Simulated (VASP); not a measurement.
# BaZrO3 (Pm-3m) in VASP: further runs

The runs below take BaZrO3 through vibrations by perturbation theory, with LDA.

All numbers are computed with VASP 6.6.1; they aren't measurements. Logs are shortened: lines on timing, memory, paths and dates and some standing lists are left out, and cuts for length are marked.

### 1 The cell of the first run

Symmetry: Pm-3m, No. 221, cubic system. Conventional cell: a = 4.147 Å, b = 4.147 Å, c = 4.147 Å, α = 90.00°, β = 90.00°, γ = 90.00°. Within 3.9 Å of Ba (site symmetry m-3m) lie 12 O at 2.93 Å and 8 Zr at 3.59 Å. Within 2.7 Å of Zr (site symmetry m-3m) lie 6 O at 2.07 Å. Within 2.7 Å of O (site symmetry 4/mmm) lie 2 Zr at 2.07 Å.

### 2 Vibrations by perturbation theory, LDA

The input, INCAR:

```
SYSTEM = BaZrO3
  PREC = Accurate
  ENCUT = 520
  EDIFF = 1E-8
  ISMEAR = 0
  SIGMA = 0.01
  LREAL = .False.
  LASPH = .True.
  NELM = 100
  ALGO = Normal
  ISIF = 2
  LWAVE = .False.
  LCHARG = .False.
  NBANDS = 28
  IBRION = 8
  NSW = 1
  LEPSILON = .True.
```

The input, KPOINTS:

```
regular mesh
0
Gamma
  4 4 4
  0 0 0
```

The input, POSCAR:

```
BaZrO3
1.0
    4.1473627242      0.0000000000      0.0000000000
    0.0000000000      4.1473627242      0.0000000000
    0.0000000000      0.0000000000      4.1473627242
Ba Zr O
1 1 3
Direct
    0.0000000000      0.0000000000      0.0000000000
    0.5000000000      0.5000000000      0.5000000000
    0.0000000000      0.5000000000      0.5000000000
    0.5000000000      0.0000000000      0.5000000000
    0.5000000000      0.5000000000      0.0000000000
```

Potentials or basis: VASP PAW LDA potentials, release 64 (Ba_sv, Zr_sv, O).

Run with:

```
> cat potpaw_LDA.64/Ba_sv/POTCAR potpaw_LDA.64/Zr_sv/POTCAR potpaw_LDA.64/O/POTCAR > POTCAR
> mpirun -np 1 vasp_std > vasp.out
```

OUTCAR:

```text
SYSTEM = BaZrO3
   PREC = Accurate
   ENCUT = 520
   EDIFF = 1E-8
   ISMEAR = 0
   LREAL = .False.
   LASPH = .True.
   NELM = 100
   ISIF = 2
   IBRION = 8
   NSW = 1
   LEPSILON = .True.

 ion  position               nearest neighbor table
   1  0.000  0.000  0.000-   3 2.93   4 2.93   5 2.93   3 2.93   4 2.93   3 2.93   5 2.93   3 2.93
                             4 2.93   5 2.93   4 2.93   5 2.93   2 3.59   2 3.59   2 3.59   2 3.59
   2  0.500  0.500  0.500-   3 2.07   4 2.07   5 2.07   5 2.07   4 2.07   3 2.07   1 3.59   1 3.59
                             1 3.59   1 3.59   1 3.59   1 3.59   1 3.59   1 3.59
   3  0.000  0.500  0.500-   2 2.07   2 2.07   1 2.93   1 2.93   1 2.93   1 2.93
   4  0.500  0.000  0.500-   2 2.07   2 2.07   1 2.93   1 2.93   1 2.93   1 2.93
   5  0.500  0.500  0.000-   2 2.07   2 2.07   1 2.93   1 2.93   1 2.93   1 2.93

  LATTYP: Found a simple cubic cell.
 ALAT       =     4.1473627242

  Lattice vectors:

 A1 = (   4.1473627242,   0.0000000000,   0.0000000000)
 A2 = (   0.0000000000,   4.1473627242,   0.0000000000)
 A3 = (   0.0000000000,   0.0000000000,   4.1473627242)

Analysis of symmetry for initial positions (statically):
=====================================================================
 Subroutine PRICEL returns:
 Original cell was already a primitive cell.

 Routine SETGRP: Setting up the symmetry group for a
 simple cubic supercell.

 Subroutine GETGRP returns: Found 48 space group operations
 (whereof 48 operations were pure point group operations)
 out of a pool of 48 trial point group operations.
[... 605 lines left out ...]
  x     0.00000     0.00000     0.00000     0.00000     0.00000     0.00000
  y     0.00000     0.00000     0.00000     0.00000     0.00000     0.00000
  z     0.00000     0.00000     0.00000     0.00000     0.00000     0.00000

 SECOND DERIVATIVES (NOT SYMMETRIZED)
 ------------------------------------
               1X          1Y          1Z          2X          2Y          2Z          3X          3Y          3Z          4X          4Y          4Z          5X          5Y          5Z
  1X    -4.053042    0.000000    0.000000    3.736877    0.000000   -0.000000    1.195713   -0.000000    0.000000   -0.439774   -0.000000    0.000000   -0.439774    0.000000   -0.000000
  1Y    -0.000000   -4.053042    0.000000    0.000000    3.736877    0.000000   -0.000000   -0.439774    0.000000   -0.000000    1.195713    0.000000    0.000000   -0.439774   -0.000000
  1Z    -0.000000   -0.000000   -4.053042   -0.000000   -0.000000    3.736877   -0.000000    0.000000   -0.439774    0.000000   -0.000000   -0.439774   -0.000000    0.000000    1.195713
  2X     3.734380   -0.000000   -0.000000   -9.533371   -0.000000    0.000000    6.424323    0.000000   -0.000000   -0.312666   -0.000000   -0.000000   -0.312666   -0.000000   -0.000000
  2Y    -0.000000    3.734380    0.000000   -0.000000   -9.533371    0.000000   -0.000000   -0.312666    0.000000    0.000000    6.424323   -0.000000   -0.000000   -0.312666    0.000000
  2Z    -0.000000   -0.000000    3.734380   -0.000000   -0.000000   -9.533371   -0.000000   -0.000000   -0.312666   -0.000000   -0.000000   -0.312666    0.000000    0.000000    6.424323
  3X     1.197425   -0.000000    0.000000    6.414813   -0.000000    0.000000  -14.550762    0.000000    0.000000    3.469262   -0.000000    0.000000    3.469262    0.000000    0.000000
  3Y     0.000000   -0.437647    0.000000    0.000000   -0.318281    0.000000    0.000000   -2.147200    0.000000    0.000000    3.463953    0.000000    0.000000   -0.560825    0.000000
  3Z     0.000000    0.000000   -0.437647    0.000000    0.000000   -0.318281    0.000000    0.000000   -2.147200    0.000000    0.000000   -0.560825    0.000000    0.000000    3.463953
  4X    -0.437647    0.000000    0.000000   -0.318281    0.000000    0.000000    3.463953    0.000000    0.000000   -2.147200    0.000000    0.000000   -0.560825    0.000000    0.000000
  4Y    -0.000000    1.197425    0.000000   -0.000000    6.414813    0.000000   -0.000000    3.469262    0.000000    0.000000  -14.550762    0.000000    0.000000    3.469262   -0.000000
  4Z     0.000000    0.000000   -0.437647    0.000000    0.000000   -0.318281    0.000000    0.000000   -0.560825    0.000000    0.000000   -2.147200    0.000000    0.000000    3.463953
  5X    -0.437647    0.000000    0.000000   -0.318281    0.000000    0.000000    3.463953    0.000000    0.000000   -0.560825    0.000000    0.000000   -2.147200    0.000000    0.000000
  5Y     0.000000   -0.437647    0.000000    0.000000   -0.318281    0.000000    0.000000   -0.560825    0.000000    0.000000    3.463953    0.000000    0.000000   -2.147200    0.000000
  5Z     0.000000    0.000000    1.197425   -0.000000   -0.000000    6.414813    0.000000    0.000000    3.469262    0.000000    0.000000    3.469262    0.000000   -0.000000  -14.550762

 Eigenvectors and eigenvalues of the dynamical matrix
 ----------------------------------------------------

   1 f  =   16.005634 THz   100.566366 2PiTHz  533.890492 cm-1    66.193955 meV
             X         Y         Z           dx          dy          dz
      0.000000  0.000000  0.000000    -0.021965   -0.001419   -0.000000
      2.073681  2.073681  2.073681    -0.168450   -0.010881   -0.000000
      0.000000  2.073681  2.073681     0.927749   -0.014890    0.000000
      2.073681  0.000000  2.073681    -0.230509    0.059930   -0.000000
      2.073681  2.073681  0.000000    -0.230509   -0.014890    0.000000
[... 105 lines left out ...]
  15 f/i=    0.005268 THz     0.033098 2PiTHz    0.175711 cm-1     0.021785 meV
             X         Y         Z           dx          dy          dz
      0.000000  0.000000  0.000000     0.069852   -0.009200    0.700800
      2.073681  2.073681  2.073681     0.056925   -0.007498    0.571115
      0.000000  2.073681  2.073681     0.023882   -0.003152    0.240098
      2.073681  0.000000  2.073681     0.023932   -0.003145    0.240098
      2.073681  2.073681  0.000000     0.023932   -0.003152    0.239598

--------------------------------------------------------------------------------------------------------

 MACROSCOPIC STATIC DIELECTRIC TENSOR IONIC CONTRIBUTION
 ------------------------------------------------------
          60.303684    -0.000000    -0.000000
          -0.000000    60.303684     0.000000
          -0.000000     0.000000    60.303684
 ------------------------------------------------------

 ELASTIC MODULI CONTR FROM IONIC RELAXATION (kBar)
 Direction    XX          YY          ZZ          XY          YZ          ZX
 --------------------------------------------------------------------------------
 XX           0.0000      0.0000      0.0000      0.0000      0.0000      0.0000
 YY           0.0000      0.0000      0.0000      0.0000      0.0000      0.0000
 ZZ           0.0000      0.0000      0.0000      0.0000      0.0000      0.0000
 XY           0.0000      0.0000      0.0000      0.0000      0.0000      0.0000
 YZ           0.0000      0.0000      0.0000      0.0000      0.0000      0.0000
 ZX           0.0000      0.0000      0.0000      0.0000      0.0000      0.0000
 --------------------------------------------------------------------------------

 PIEZOELECTRIC TENSOR IONIC CONTR  for field in x, y, z        (C/m^2)
          XX          YY          ZZ          XY          YZ          ZX
  --------------------------------------------------------------------------------
  x     0.00000     0.00000     0.00000     0.00000     0.00000     0.00000
  y     0.00000     0.00000     0.00000     0.00000     0.00000     0.00000
  z     0.00000     0.00000     0.00000     0.00000     0.00000     0.00000
```

Run time: 8.6 min. Hardware: 1 thread of Intel Xeon 6975P-C, shared host; peak memory 0.35 GiB.

Results:

```yaml
Electronic_dielectric_tensor_diagonal: 5.05
Born_charges_mean_of_the_diagonal: Ba +2.77; Zr +6.21; O -2.99 e
Highest_phonon_frequency_at_Γ_LO-TO_splitting_left_out: 534 cm⁻¹
```

Phonon frequencies in cm⁻¹ (negative: imaginary):
| q point | frequencies |
| --- | --- |
| (0.000, 0.000, 0.000) | 0 0 0 104 104 104 164 164 164 184 184 184 534 534 534 |

Electronic dielectric tensor:
```
5.05 0.00 0.00
0.00 5.05 0.00
0.00 0.00 5.05
```

Born effective charge tensors (e):
atom 1, Ba
```
2.77 0.00 0.00
0.00 2.77 0.00
0.00 0.00 2.77
```
atom 2, Zr
```
6.21 0.00 0.00
0.00 6.21 0.00
0.00 0.00 6.21
```
atom 3, O
```
-4.92  0.00  0.00
 0.00 -2.03  0.00
 0.00  0.00 -2.03
```
atom 4, O
```
-2.03  0.00  0.00
 0.00 -4.92  0.00
 0.00  0.00 -2.03
```
atom 5, O
```
-2.03  0.00  0.00
 0.00 -2.03  0.00
 0.00  0.00 -4.92
```

Caveat: the k points lie up to 0.38 Å⁻¹ apart; the cell wasn't relaxed at this level first, which shifts response properties; spin-orbit coupling is left out, which moves the levels of the heavy elements.

### 3 Vibrations by perturbation theory, LDA

The input, INCAR:

```
SYSTEM = BaZrO3
PREC = Accurate ; ENCUT = 520
EDIFF = 1E-8 ; ISMEAR = 0
SIGMA = 0.01 ; LREAL = .FALSE.
LASPH = .TRUE. ; NELM = 100
ALGO = Normal ; ISIF = 2
LWAVE = .FALSE. ; LCHARG = .FALSE.
NBANDS = 28 ; IBRION = 8
NSW = 1
```

The input, KPOINTS:

```
regular mesh
0
G
  4 4 4
  0 0 0
```

POSCAR is that of step 2.

Potentials or basis: VASP PAW LDA potentials, release 64 (Ba_sv, Zr_sv, O).

Run with:

```
> cat potpaw_LDA.64/Ba_sv/POTCAR potpaw_LDA.64/Zr_sv/POTCAR potpaw_LDA.64/O/POTCAR > POTCAR
> mpirun -np 1 vasp_std > vasp.out
```

OUTCAR:

```text
SYSTEM = BaZrO3
   PREC = Accurate
   ENCUT = 520
   EDIFF = 1E-8
   ISMEAR = 0
   LREAL = .FALSE.
   LASPH = .TRUE.
   NELM = 100
   ISIF = 2
   IBRION = 8
   NSW = 1

 ion  position               nearest neighbor table
   1  0.000  0.000  0.000-   3 2.93   4 2.93   5 2.93   3 2.93   4 2.93   3 2.93   5 2.93   3 2.93
                             4 2.93   5 2.93   4 2.93   5 2.93   2 3.59   2 3.59   2 3.59   2 3.59
   2  0.500  0.500  0.500-   3 2.07   4 2.07   5 2.07   5 2.07   4 2.07   3 2.07   1 3.59   1 3.59
                             1 3.59   1 3.59   1 3.59   1 3.59   1 3.59   1 3.59
   3  0.000  0.500  0.500-   2 2.07   2 2.07   1 2.93   1 2.93   1 2.93   1 2.93
   4  0.500  0.000  0.500-   2 2.07   2 2.07   1 2.93   1 2.93   1 2.93   1 2.93
   5  0.500  0.500  0.000-   2 2.07   2 2.07   1 2.93   1 2.93   1 2.93   1 2.93

  LATTYP: Found a simple cubic cell.
 ALAT       =     4.1473627242

  Lattice vectors:

 A1 = (   4.1473627242,   0.0000000000,   0.0000000000)
 A2 = (   0.0000000000,   4.1473627242,   0.0000000000)
 A3 = (   0.0000000000,   0.0000000000,   4.1473627242)

Analysis of symmetry for initial positions (statically):
=====================================================================
 Subroutine PRICEL returns:
 Original cell was already a primitive cell.

[... 544 lines left out ...]

 SECOND DERIVATIVES (NOT SYMMETRIZED)
 ------------------------------------
               1X          1Y          1Z          2X          2Y          2Z          3X          3Y          3Z          4X          4Y          4Z          5X          5Y          5Z
  1X    -4.053233    0.000000    0.000000    3.736313   -0.000000   -0.000000    1.196052    0.000000   -0.000000   -0.439566    0.000000    0.000000   -0.439566    0.000000   -0.000000
  1Y     0.000000   -4.053233    0.000000   -0.000000    3.736313    0.000000    0.000000   -0.439566    0.000000    0.000000    1.196052    0.000000    0.000000   -0.439566    0.000000
  1Z     0.000000    0.000000   -4.053233    0.000000    0.000000    3.736313   -0.000000   -0.000000   -0.439566    0.000000   -0.000000   -0.439566    0.000000    0.000000    1.196052
  2X     3.735606   -0.000000    0.000000   -9.522140    0.000000    0.000000    6.417883   -0.000000    0.000000   -0.315675    0.000000    0.000000   -0.315675   -0.000000   -0.000000
  2Y     0.000000    3.735606   -0.000000    0.000000   -9.522140    0.000000   -0.000000   -0.315675    0.000000   -0.000000    6.417883    0.000000   -0.000000   -0.315675    0.000000
  2Z    -0.000000    0.000000    3.735606    0.000000    0.000000   -9.522140    0.000000    0.000000   -0.315675    0.000000    0.000000   -0.315675    0.000000    0.000000    6.417883
  3X     1.195305    0.000000   -0.000000    6.422215    0.000000   -0.000000  -14.563425   -0.000000   -0.000000    3.472952    0.000000    0.000000    3.472952    0.000000   -0.000000
  3Y     0.000000   -0.437367    0.000000    0.000000   -0.317820    0.000000    0.000000   -2.148321    0.000000    0.000000    3.464161    0.000000    0.000000   -0.560654    0.000000
  3Z     0.000000    0.000000   -0.437367    0.000000    0.000000   -0.317820    0.000000    0.000000   -2.148321    0.000000    0.000000   -0.560654    0.000000    0.000000    3.464161
  4X    -0.437367    0.000000    0.000000   -0.317820    0.000000    0.000000    3.464161    0.000000    0.000000   -2.148321    0.000000    0.000000   -0.560654    0.000000    0.000000
  4Y    -0.000000    1.195305    0.000000    0.000000    6.422215   -0.000000    0.000000    3.472952    0.000000   -0.000000  -14.563425   -0.000000    0.000000    3.472952   -0.000000
  4Z     0.000000    0.000000   -0.437367    0.000000    0.000000   -0.317820    0.000000    0.000000   -0.560654    0.000000    0.000000   -2.148321    0.000000    0.000000    3.464161
  5X    -0.437367    0.000000    0.000000   -0.317820    0.000000    0.000000    3.464161    0.000000    0.000000   -0.560654    0.000000    0.000000   -2.148321    0.000000    0.000000
  5Y     0.000000   -0.437367    0.000000    0.000000   -0.317820    0.000000    0.000000   -0.560654    0.000000    0.000000    3.464161    0.000000    0.000000   -2.148321    0.000000
  5Z     0.000000    0.000000    1.195305   -0.000000   -0.000000    6.422215   -0.000000    0.000000    3.472952    0.000000   -0.000000    3.472952   -0.000000   -0.000000  -14.563425

 Eigenvectors and eigenvalues of the dynamical matrix
 ----------------------------------------------------

   1 f  =   16.011740 THz   100.604726 2PiTHz  534.094140 cm-1    66.219204 meV
             X         Y         Z           dx          dy          dz
      0.000000  0.000000  0.000000    -0.000000    0.000000   -0.021978
      2.073681  2.073681  2.073681    -0.000000    0.000000   -0.168673
      0.000000  2.073681  2.073681     0.000000    0.000000   -0.230940
      2.073681  0.000000  2.073681    -0.000000   -0.000000   -0.230940
      2.073681  2.073681  0.000000    -0.000000    0.000000    0.929731
[... 105 lines left out ...]
  15 f/i=    0.003536 THz     0.022216 2PiTHz    0.117941 cm-1     0.014623 meV
             X         Y         Z           dx          dy          dz
      0.000000  0.000000  0.000000     0.637672   -0.299576    0.000002
      2.073681  2.073681  2.073681     0.519717   -0.244161    0.000002
      0.000000  2.073681  2.073681     0.217680   -0.102433    0.000001
      2.073681  0.000000  2.073681     0.218037   -0.102265    0.000001
      2.073681  2.073681  0.000000     0.218037   -0.102433    0.000001

--------------------------------------------------------------------------------------------------------

 ELASTIC MODULI CONTR FROM IONIC RELAXATION (kBar)
 Direction    XX          YY          ZZ          XY          YZ          ZX
 --------------------------------------------------------------------------------
 XX           0.0000      0.0000      0.0000      0.0000      0.0000      0.0000
 YY           0.0000      0.0000      0.0000      0.0000      0.0000      0.0000
 ZZ           0.0000      0.0000      0.0000      0.0000      0.0000      0.0000
 XY           0.0000      0.0000      0.0000      0.0000      0.0000      0.0000
 YZ           0.0000      0.0000      0.0000      0.0000      0.0000      0.0000
 ZX           0.0000      0.0000      0.0000      0.0000      0.0000      0.0000
 --------------------------------------------------------------------------------
```

OSZICAR:

```text
N       E                     dE             d eps       ncg     rms          rms(c)
DAV:   1     0.296610394045E+03    0.29661E+03   -0.22468E+04   560   0.142E+03
DAV:   2    -0.334618143671E+02   -0.33007E+03   -0.32081E+03   688   0.355E+02
DAV:   3    -0.525599082463E+02   -0.19098E+02   -0.19030E+02   916   0.780E+01
[... 110 lines left out ...]
RMM:  18    -0.362896298161E+00   -0.30603E-07    0.40970E-07  3296   0.202E-04    0.139E-06
RMM:  19    -0.362896254581E+00    0.43580E-07    0.19481E-07  3138   0.195E-04    0.530E-06
RMM:  20    -0.362896256514E+00   -0.19334E-08    0.14845E-07  2907   0.188E-04    0.515E-06
RMM:  21    -0.362896253165E+00    0.33488E-08    0.11304E-07  2817   0.185E-04    0.635E-06
RMM:  22    -0.362896253187E+00   -0.21999E-10    0.10526E-07  2715   0.182E-04    0.636E-06
RMM:  23    -0.362896256830E+00   -0.36430E-08    0.95829E-08  2688   0.180E-04    0.658E-06
 Linear response finished
```

It took 4.1 min on 1 thread of Intel Xeon 6975P-C, shared host; peak memory 0.31 GiB.

What came out:

```yaml
Highest_phonon_frequency_at_Γ_LO-TO_splitting_left_out: 534 cm⁻¹
```

Phonon frequencies in cm⁻¹ (negative: imaginary):
```
              q point                                            frequencies
(0.000, 0.000, 0.000)  0 0 0 104 104 104 164 164 164 184 184 184 534 534 534
```

Caveat: the k points lie up to 0.38 Å⁻¹ apart; the cell wasn't relaxed at this level first, which shifts response properties; spin-orbit coupling is left out, which moves the levels of the heavy elements.

(Part 1 of 2 ends here.)
